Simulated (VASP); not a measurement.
Write the native input for VASP 6.6.1 that does the following.

- Task: single point
- Functional: PBE
- Potentials or basis: VASP PAW PBE potentials, release 64 (Ir, Rh_pv)
- Cutoff: 520 eV
- k mesh: 6 × 6 × 2
- Occupations: gaussian, width 0.1 eV
- Spin: collinear spin, ferromagnetic start
- Starting moments: [1.0, 1.0, 1.0, 1.0, 1.0, 1.0] μB
- Dipole correction: no
- Further INCAR settings: ALGO = Fast; EDIFF = 1e-06; NBANDS = 46

The structure of Ir2Rh lies in POSCAR:

```
Ir2Rh
1.0
    2.7398387000      0.0000000000      0.0000000000
   -1.3699194000      2.3727699000      0.0000000000
    0.0000000000      0.0000000000     13.2879006000
Ir Rh
4 2
Direct
    0.3333333000      0.6666667000      0.0829100000
    0.3333333000      0.6666667000      0.4170900000
    0.6666667000      0.3333333000      0.5829100000
    0.6666667000      0.3333333000      0.9170900000
    0.3333333000      0.6666667000      0.7500000000
    0.6666667000      0.3333333000      0.2500000000
```

These files were run (other wordings do the same):

INCAR

```
SYSTEM = Ir2Rh
ALGO = Fast
EDIFF = 1E-6
ENCUT = 520
GGA = PE
ISIF = 2
ISMEAR = 0
ISPIN = 2
LASPH = .True.
LCHARG = .False.
LMAXMIX = 4
LORBIT = 11
LREAL = .False.
LWAVE = .False.
MAGMOM = 1 1 1 1 1 1
NBANDS = 46
NELM = 150
PREC = Accurate
SIGMA = 0.1
```

KPOINTS

```
k-points
0
Gamma
  6 6 2
  0 0 0
```

Potentials or basis: VASP PAW PBE potentials, release 64 (Ir, Rh_pv).

Launch:

```console
$ cat potpaw_PBE.64/Ir/POTCAR potpaw_PBE.64/Rh_pv/POTCAR > POTCAR
$ mpirun -np 1 vasp_std > vasp.out
```

It gave:

```yaml
Pressure: 0.7 GPa
Largest_force: 0.118 eV/Å
Band_gap_on_the_k_mesh: zero (filled and empty bands overlap)
Net_moment: 0.00 μB per cell
Valence_electrons_inside_the_program's_atomic_spheres: Ir 8.29; Rh 13.76
```

Caveat: the k points lie up to 0.44 Å⁻¹ apart, too coarse for converged energies and pressures of a metal; spin-orbit coupling is left out, which moves the levels of the heavy elements.

Run time: 78 s on 1 thread of Intel(R) Xeon(R) 6975P-C (Granite Rapids), with other jobs on the host, peak memory 0.27 GiB.
